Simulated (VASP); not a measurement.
# Ge (Fm-3m) in VASP: further runs

Ge is run at these levels: LDA; tasks: single point, relaxation of cell and atoms.

Program: VASP 6.6.1. These are calculated values, not measurements. Logs are shortened: lines on timing, memory, paths and dates and some standing lists are left out, and cuts for length are marked.

**1. The cell of the first run**

Symmetry: Fm-3m, No. 225, cubic system. Conventional cell: a = 4.329 Å, b = 4.329 Å, c = 4.329 Å, α = 90.00°, β = 90.00°, γ = 90.00°. Within 4.0 Å of Ge (site symmetry m-3m) lie 12 Ge at 3.06 Å.

**2. Single point, LDA (volume scaled by 1.12)**

Contents of INCAR:

```
SYSTEM = Ge
ALGO = Normal
EDIFF = 1E-6
ENCUT = 520
GGA = CA
ISIF = 2
ISMEAR = -1
LASPH = .True.
LCHARG = .False.
LREAL = .False.
LWAVE = .False.
NBANDS = 13
NELM = 60
PREC = Accurate
SIGMA = 0.1
```

Contents of KPOINTS:

```
k-points
0
Gamma
  15 15 15
  0 0 0
```

Contents of POSCAR:

```
Ge
1.0
    0.0000000000      2.1646214827      2.1646214827
    2.1646214827      0.0000000000      2.1646214827
    2.1646214827      2.1646214827      0.0000000000
Ge
1
Direct
    0.0000000000      0.0000000000      0.0000000000
```

Potentials or basis: VASP PAW LDA potentials, release 64 (Ge_d).

On the command line:

```
$ cat potpaw_LDA.64/Ge_d/POTCAR > POTCAR
$ mpirun -np 1 vasp_std > vasp.out
```

OUTCAR:

```text
SYSTEM = Ge
   EDIFF = 1E-6
   ENCUT = 520
   GGA = CA
   ISIF = 2
   ISMEAR = -1
   LASPH = .True.
   LREAL = .False.
   NELM = 60
   PREC = Accurate

 ion  position               nearest neighbor table
   1  0.000  0.000  0.000-

  LATTYP: Found a face centered cubic cell.
 ALAT       =     4.3292429654

  Lattice vectors:

 A1 = (   0.0000000000,   2.1646214827,   2.1646214827)
 A2 = (   2.1646214827,   0.0000000000,   2.1646214827)
 A3 = (   2.1646214827,   2.1646214827,   0.0000000000)

Analysis of symmetry for initial positions (statically):
=====================================================================
 Subroutine PRICEL returns:
 Original cell was already a primitive cell.

 Routine SETGRP: Setting up the symmetry group for a
 face centered cubic supercell.

 Subroutine GETGRP returns: Found 48 space group operations
 (whereof 48 operations were pure point group operations)
 out of a pool of 48 trial point group operations.

The static configuration has the point symmetry O_h .

Analysis of symmetry for dynamics (positions and initial velocities):
=====================================================================
 Subroutine PRICEL returns:
 Original cell was already a primitive cell.

 Routine SETGRP: Setting up the symmetry group for a
 face centered cubic supercell.

 Subroutine GETGRP returns: Found 48 space group operations
 (whereof 48 operations were pure point group operations)
 out of a pool of 48 trial point group operations.

The dynamic configuration has the point symmetry O_h .

 Subroutine INISYM returns: Found 48 space group operations
 (whereof 48 operations are pure point group operations),
 and found     1 'primitive' translations

----------------------------------------------------------------------------------------

                                     Primitive cell

  volume of cell :      20.2850

  direct lattice vectors                    reciprocal lattice vectors
     0.000000000  2.164621483  2.164621483    -0.230987267  0.230987267  0.230987267
     2.164621483  0.000000000  2.164621483     0.230987267 -0.230987267  0.230987267
     2.164621483  2.164621483  0.000000000     0.230987267  0.230987267 -0.230987267

  length of vectors
     3.061237058  3.061237058  3.061237058     0.400081682  0.400081682  0.400081682

  position of ions in fractional coordinates (direct lattice)
     0.000000000  0.000000000  0.000000000

  ion indices of the primitive-cell ions
   primitive index   ion index
                 1           1

----------------------------------------------------------------------------------------

 KPOINTS: k-points

Automatic generation of k-mesh.
 Grid dimensions read from file:
 generate k-points for:   15   15   15

 Generating k-lattice:

  Cartesian coordinates                     Fractional coordinates (reciprocal lattice)
    -0.015399151  0.015399151  0.015399151     0.066666667  0.000000000  0.000000000
     0.015399151 -0.015399151  0.015399151     0.000000000  0.066666667  0.000000000
     0.015399151  0.015399151 -0.015399151     0.000000000  0.000000000  0.066666667

  Length of vectors
     0.026672112  0.026672112  0.026672112

  Shift w.r.t. Gamma in fractional coordinates (k-lattice)
     0.000000000  0.000000000  0.000000000

 Subroutine IBZKPT returns following result:
 ===========================================

 Found    120 irreducible k-points:

 Following reciprocal coordinates:
            Coordinates               Weight
  0.000000  0.000000  0.000000      1.000000
  0.066667  0.000000  0.000000      8.000000
  0.133333  0.000000  0.000000      8.000000
  0.200000  0.000000  0.000000      8.000000
  0.266667  0.000000  0.000000      8.000000
  0.333333  0.000000  0.000000      8.000000
[... 16 lines left out ...]
  0.133333  0.133333  0.000000      6.000000
  0.200000  0.133333  0.000000     24.000000
 [... further k-points ...]
   k-points           NKPTS =    120   k-points in BZ     NKDIM =    120   number of bands    NBANDS=     13
   number of dos      NEDOS =    301   number of ions     NIONS =      1
   total plane-waves  NPLWV =  13824
   dimension x,y,z NGX =    24 NGY =   24 NGZ =   24
   dimension x,y,z NGXF=    48 NGYF=   48 NGZF=   48
   ions per type =               1
   NGX,Y,Z   is equivalent  to a cutoff of  13.03, 13.03, 13.03 a.u.
   NGXF,Y,Z  is equivalent  to a cutoff of  26.07, 26.07, 26.07 a.u.
 SYSTEM =  Ge
   PREC   = accura    normal or accurate (medium, high low for compatibility)
   ISTART =      0    job   : 0-new  1-cont  2-samecut
   ICHARG =      2    charge: 1-file 2-atom 10-const
   ISPIN  =      1    spin polarized calculation?
   LNONCOLLINEAR =      F non collinear calculations
   LSORBIT =      F    spin-orbit coupling
   LASPH  =      T    aspherical Exc in radial PAW
   ENCUT  =  520.0 eV  38.22 Ry    6.18 a.u.   5.69  5.69  5.69*2*pi/ulx,y,z
   NELM   =     60;   NELMIN=  2; NELMDL= -5     # of ELM steps
   EDIFF  = 0.1E-05   stopping-criterion for ELM
   LREAL  =      F    real-space projection
   EDIFFG = 0.1E-04   stopping-criterion for IOM
   NSW    =      0    number of steps for IOM
   IBRION =     -1    ionic relax: 0-MD 1-quasi-New 2-CG
   NFREE  =      0    steps in history (QN), initial steepest desc. (CG)
   ISIF   =      2    stress and relaxation
   ISYM   =      2    0-nonsym 1-usesym 2-fastsym
   POTIM  = 0.5000    time-step for ionic-motion
   TEBEG  =    0.0;   TEEND  =   0.0 temperature during run
   PSTRESS=    0.0 pullay stress
   NELECT =      14.0000    total number of electrons
   NUPDOWN=      -1.0000    fix difference up-down
   EMIN   =  10.00;   EMAX   =-10.00  energy-range for DOS
   EFERMI =   0.00;   METHOD = LEGACY
   ISMEAR =    -1;   SIGMA  =   0.10  broadening in eV -4-tet -1-fermi 0-gaus
   EFERMI_NEDOS =   21; number of points for ismear=-14 and -15
   IALGO  =     38    algorithm
   IMIX   =      4    mixing-type and parameters
     AMIX     =   0.40;   BMIX     =  1.00
     AMIX_MAG =   1.60;   BMIX_MAG =  1.00
  volume/ion in A,a.u.               =      20.29       136.89
  Fermi-wavevector in a.u.,A,eV,Ry     =   1.446746  2.733953 28.477990  2.093073
  Thomas-Fermi vector in A             =   2.564779
   LORBIT       =      0    0 simple, 1 ext, 2 COOP (PROOUT), +10 PAW based schemes
   GGA     = CA    functional components
   LHFCALC =     F    Hartree Fock is set to
   AEXX    =    0.0000 exact exchange contribution
   IVDW    =     0    specifies the selected vdW correction
   LEPSILON=     F    determine dielectric tensor
   LRPA    =     F    only Hartree local field effects (RPA)
 non-spin polarized calculation
  energy-cutoff  :      520.00
  volume of cell :       20.29
 maximum number of plane-waves:       560
   NGX = 11   NGY = 11   NGZ = 11

 number of electron      14.0000004 magnetization

 Free energy of the ion-electron system (eV)
  ---------------------------------------------------
  ext. energy  EPLUGINS =         0.00000000
  ---------------------------------------------------
  free energy    TOTEN  =        -4.84373470 eV

  energy without entropy =       -4.83023537  energy(sigma->0) =       -4.83698504

 E-fermi :   5.8672     XC(G=0): -11.2123

 val. band max:        5.8551624416   @ k =   0.3333   0.1333   0.0000
 cond. band min:       5.8898043925   @ k =  -0.4000   0.3333   0.1333
 fundamental gap:      0.0346419509
 Fermi energy:         5.8672267622

 k-point     1 :       0.0000    0.0000    0.0000
  band No.  band energies     occupation
      1     -19.0186      2.00000
      2     -19.0186      2.00000
      3     -19.0186      2.00000
      4     -18.9793      2.00000
      5     -18.9793      2.00000
      6      -6.8232      2.00000
      7      13.9438      0.00000
      8      13.9438      0.00000
      9      13.9438      0.00000
     10      19.4380      0.00000
     11      19.4380      0.00000
     12      19.4380      0.00000
     13      20.6799      0.00000

 k-point     2 :       0.0667    0.0000    0.0000
  band No.  band energies     occupation
      1     -19.0185      2.00000
      2     -19.0167      2.00000
      3     -19.0167      2.00000
      4     -18.9794      2.00000
      5     -18.9794      2.00000
      6      -6.7190      2.00000
      7      12.9631      0.00000
      8      13.7992      0.00000
      9      13.7992      0.00000
     10      18.7499      0.00000
     11      19.7035      0.00000
     12      19.7035      0.00000
     13      21.8735      0.00000

 k-point     3 :       0.1333    0.0000    0.0000
  band No.  band energies     occupation
      1     -19.0182      2.00000
      2     -19.0123      2.00000
      3     -19.0123      2.00000
      4     -18.9787      2.00000
      5     -18.9787      2.00000
      6      -6.4067      2.00000
      7      10.8797      0.00000
      8      13.4506      0.00000
      9      13.4506      0.00000
     10      18.1245      0.00000
     11      20.2961      0.00000
     12      20.2961      0.00000
     13      22.6808      0.00000

 k-point     4 :       0.2000    0.0000    0.0000
  band No.  band energies     occupation
      1     -19.0179      2.00000
      2     -19.0087      2.00000
      3     -19.0087      2.00000
      4     -18.9748      2.00000
      5     -18.9748      2.00000
      6      -5.8879      2.00000
      7       8.5579      0.00000
      8      13.0431      0.00000
      9      13.0431      0.00000
     10      17.6854      0.00000
     11      20.4419      0.00000
     12      20.4419      0.00000
     13      22.5392      0.00000

 k-point     5 :       0.2667    0.0000    0.0000
  band No.  band energies     occupation
      1     -19.0178      2.00000
      2     -19.0086      2.00000
      3     -19.0086      2.00000
      4     -18.9662      2.00000
      5     -18.9662      2.00000
      6      -5.1672      2.00000
      7       6.2896      0.02886
      8      12.6720      0.00000
      9      12.6720      0.00000
     10      17.4021      0.00000
     11      19.7881      0.00000
     12      19.7881      0.00000
     13      21.5594      0.00000
[... 257 lines left out ...]
 k-point    22 :      -0.0667    0.0667    0.0000
  band No.  band energies     occupation
      1     -19.0191      2.00000
      2     -19.0145      2.00000
      3     -19.0124      2.00000
      4     -18.9813      2.00000
      5     -18.9774      2.00000
      6      -6.5454      2.00000
      7      12.1157      0.00000
      8      12.7269      0.00000
      9      13.9675      0.00000
     10      18.4546      0.00000
     11      19.6956      0.00000
     12      20.3300      0.00000
     13      22.3429      0.00000

 k-point    23 :       0.1333    0.1333    0.0000
  band No.  band energies     occupation
      1     -19.0260      2.00000
      2     -19.0045      2.00000
      3     -19.0045      2.00000
      4     -18.9870      2.00000
      5     -18.9735      2.00000
      6      -6.2677      2.00000
      7      12.1499      0.00000
      8      12.2012      0.00000
      9      12.2012      0.00000
     10      16.5090      0.00000
     11      19.5968      0.00000
     12      21.9770      0.00000
     13      21.9770      0.00000

 k-point    24 :       0.2000    0.1333    0.0000
  band No.  band energies     occupation
      1     -19.0282      2.00000
      2     -18.9992      2.00000
      3     -18.9983      2.00000
      4     -18.9888      2.00000
      5     -18.9696      2.00000
      6      -5.8867      2.00000
      7      10.2130      0.00000
      8      11.6334      0.00000
      9      12.1955      0.00000
     10      16.3080      0.00000
     11      18.3942      0.00000
     12      22.2453      0.00000
     13      22.8183      0.00000

 [... further k-points ...]

------------------------ aborting loop because EDIFF is reached ----------------------------------------

  FORCE on cell =-STRESS in cart. coord.  units (eV):
  Direction    XX          YY          ZZ          XY          YZ          ZX
  --------------------------------------------------------------------------------------
  -------------------------------------------------------------------------------------
  Total       -0.8179536     -0.8179536     -0.8179536     -0.0000000      0.0000000      0.0000000
  in kB      -64.6045895    -64.6045895    -64.6045895     -0.0000000      0.0000000      0.0000000
  external PRESSURE =     -64.6045895 kB  Pullay stress =       0.0000000 kB

 VOLUME and BASIS-vectors are now :
 -----------------------------------------------------------------------------
  energy-cutoff  :      520.00
  volume of cell :       20.29
      direct lattice vectors                 reciprocal lattice vectors
     0.000000000  2.164621483  2.164621483    -0.230987267  0.230987267  0.230987267
     2.164621483  0.000000000  2.164621483     0.230987267 -0.230987267  0.230987267
     2.164621483  2.164621483  0.000000000     0.230987267  0.230987267 -0.230987267

 POSITION                                       TOTAL-FORCE (eV/Angst)
 -----------------------------------------------------------------------------------
      0.00000      0.00000      0.00000         0.000000      0.000000      0.000000
 -----------------------------------------------------------------------------------
    total drift:                               -0.000000     -0.000000      0.000000

  FREE ENERGIE OF THE ION-ELECTRON SYSTEM (eV)
  ---------------------------------------------------
  free  energy   TOTEN  =        -4.8437347021 eV

  energy  without entropy=       -4.8302353699  energy(sigma->0) =       -4.83698504
```

Wall time 7.8 s (1 thread of Intel Xeon 6975P-C, shared host); peak memory 0.15 GiB.

Results:

```
Free energy            : -4.8437 eV
Pressure               : -6.5 GPa
Band gap on the k mesh : zero (band 7 reaches 13.94 eV, above the bottom of band 8 at 3.68 eV)
```

Caveat: the cell differs from its parent crystal (volume scaled by 1.12).

**3. Relaxation of cell and atoms, LDA**

This run uses another cell than the first one, of 19.24 Å³/atom, 0.948 times its volume.

Contents of INCAR:

```
SYSTEM = Ge
PREC = Accurate
ENCUT = 600
EDIFF = 1E-6
ISMEAR = -1
SIGMA = 0.1
LREAL = .FALSE.
LASPH = .TRUE.
NELM = 100
ALGO = Normal
ISIF = 3
LWAVE = .FALSE.
LCHARG = .FALSE.
IBRION = 2
NSW = 80
EDIFFG = -0.01
```

Contents of KPOINTS:

```
Automatic mesh
0
G
  13 13 13
  0 0 0
```

Contents of POSCAR:

```
Ge
1.0
    0.0000000000      2.1267354152      2.1267354152
    2.1267354152      0.0000000000      2.1267354152
    2.1267354152      2.1267354152      0.0000000000
Ge
1
Direct
    0.0000000000      0.0000000000      0.0000000000
```

Potentials or basis: VASP PAW LDA potentials, release 64 (Ge_d).

On the command line:

```
$ cat potpaw_LDA.64/Ge_d/POTCAR > POTCAR
$ mpirun -np 1 vasp_std > vasp.out
```

Run time: 17 s. Hardware: 1 thread of Intel Xeon 6975P-C, shared host; peak memory 0.14 GiB.

It converged, with:

| Item | Value |
| --- | --- |
| Free energy | -4.8863 eV |
| Relaxed volume | 18.15 Å³/atom |
| Relaxed cell | a = 2.950 Å, b = 2.950 Å, c = 2.950 Å, α = 60.00°, β = 60.00°, γ = 60.00° |
| Space group after relaxing (to 0.05 Å) | Fm-3m (No. 225) |
| Energy gained by relaxing | 13.7 meV/atom |
| Ionic steps | 4 |
| Pressure after relaxing | 0.0 GPa |
| Band gap on the k mesh | zero (band 7 reaches 16.19 eV, above the bottom of band 8 at 4.53 eV) |

Step by step:
```csv
step,energy change (eV),largest force (eV/Å),pressure (GPa),volume (Å³)
1,0.0000,0.0000,-3.70,19.24
2,-0.0136,0.0000,0.30,18.03
3,-0.0137,0.0000,0.15,18.11
4,-0.0137,0.0000,-0.01,18.15
```

Final structure:
```yaml
crystal:
  lattice:
    - [0.00000, 2.08571, 2.08571]
    - [2.08571, 0.00000, 2.08571]
    - [2.08571, 2.08571, 0.00000]
  atoms:
    - { symbol: Ge, position: [0.00000, 0.00000, 0.00000] }
```

Levels at points of the mesh, in eV from the Fermi level:
| k point | band 3 | band 4 | band 5 | band 6 | band 7 | band 8 | band 9 | band 10 | band 11 |
| --- | --- | --- | --- | --- | --- | --- | --- | --- | --- |
| (0.00, 0.00, 0.00) | -24.91 | -24.85 | -24.85 | -13.59 | 9.15 | 9.15 | 9.15 | 14.32 | 14.32 |

**4. Single point, LDA**

This run uses another cell than the first one, of 18.11 Å³/atom, 0.893 times its volume.

Contents of INCAR:

```
SYSTEM = Ge
PREC = Accurate
ENCUT = 520
EDIFF = 1E-7
ISMEAR = -1
SIGMA = 0.1
LREAL = .FALSE.
LASPH = .TRUE.
NELM = 100
ALGO = Normal
ISIF = 2
LWAVE = .FALSE.
LCHARG = .FALSE.
NBANDS = 13
```

Contents of KPOINTS:

```
regular mesh
0
G
  21 21 21
  0 0 0
```

Contents of POSCAR:

```
Ge
1.0
    0.0000000000      2.0843754853      2.0843754853
    2.0843754853      0.0000000000      2.0843754853
    2.0843754853      2.0843754853      0.0000000000
Ge
1
Direct
    0.0000000000      0.0000000000      0.0000000000
```

On the command line:

```
$ cat potpaw_LDA.64/Ge_d/POTCAR > POTCAR
$ mpirun -np 1 vasp_std > vasp.out
```

It took 24 s on 1 thread of Intel Xeon 6975P-C, shared host; peak memory 0.18 GiB.

The run converged. Its results:

```
Free energy            : -4.8871 eV
Pressure               : 0.3 GPa
Band gap on the k mesh : zero (band 7 reaches 16.23 eV, above the bottom of band 8 at 4.54 eV)
```

Levels at points of the mesh, in eV from the Fermi level:
```
           k point  band 4  band 5  band 6  band 7  band 8  band 9  band 10  band 11
(0.00, 0.00, 0.00)  -24.84  -24.84  -13.60    9.18    9.18    9.18    14.34    14.34
```

**5. Single point, LDA, non-collinear spin, zero start, spin-orbit coupling**

This run uses another cell than the first one, of 18.11 Å³/atom, 0.893 times its volume.

Contents of INCAR:

```
SYSTEM = Ge
ALGO = Normal ; EDIFF = 1E-6
ENCUT = 520 ; GGA_COMPAT = .FALSE.
ISIF = 2 ; ISMEAR = -1
LASPH = .TRUE. ; LCHARG = .TRUE.
LNONCOLLINEAR = .TRUE. ; LORBIT = 11
LORBMOM = .TRUE. ; LREAL = .FALSE.
LSORBIT = .TRUE. ; LVHAR = .TRUE.
LWAVE = .FALSE. ; MAGMOM = 0 0 0
NBANDS = 25 ; NELM = 150
PREC = Accurate ; SIGMA = 0.1
```

Contents of KPOINTS:

```
k-points
0
G
  13 13 13
  0 0 0
```

POSCAR is that of step 4.

On the command line:

```
$ cat potpaw_LDA.64/Ge_d/POTCAR > POTCAR
$ mpirun -np 1 vasp_ncl > vasp.out
```

Run time: 38 s. Hardware: 1 thread of Intel Xeon 6975P-C, shared host; peak memory 0.2 GiB.

It converged, with:

* Free energy: -4.8952 eV
* Pressure: 0.1 GPa
* Net moment: 0.00 μB per cell
* Valence electrons inside the program's atomic spheres: Ge 12.23

Moments on the atoms (μB; x, y, z):
```
Ge  0.00 0.00 0.00
```

**6. Overview**

| task | spin | cell | k mesh | cutoff (eV) | gap on the mesh (eV) | pressure (GPa) |
| --- | --- | --- | --- | --- | --- | --- |
| single point | off | a = 3.061 Å, angles 60.0°, 1 atom | 15 × 15 × 15 | 520 | none | -6.5 |
| relaxation of cell and atoms | off | relaxed from a = 3.008 Å, angles 60.0°, 1 atom | 13 × 13 × 13 | 600 | none | 0.0 |
| single point | off | a = 2.948 Å, angles 60.0°, 1 atom | 21 × 21 × 21 | 520 | none | 0.3 |
| single point | non-collinear, zero start, SOC | a = 2.948 Å, angles 60.0°, 1 atom | 13 × 13 × 13 | 520 | - | 0.1 |

Alike in all rows: level LDA; potentials or basis VASP PAW LDA potentials, release 64 (Ge_d); smearing fermi-dirac 0.1 eV.

Absolute energies hang on the potentials; compare differences alone.
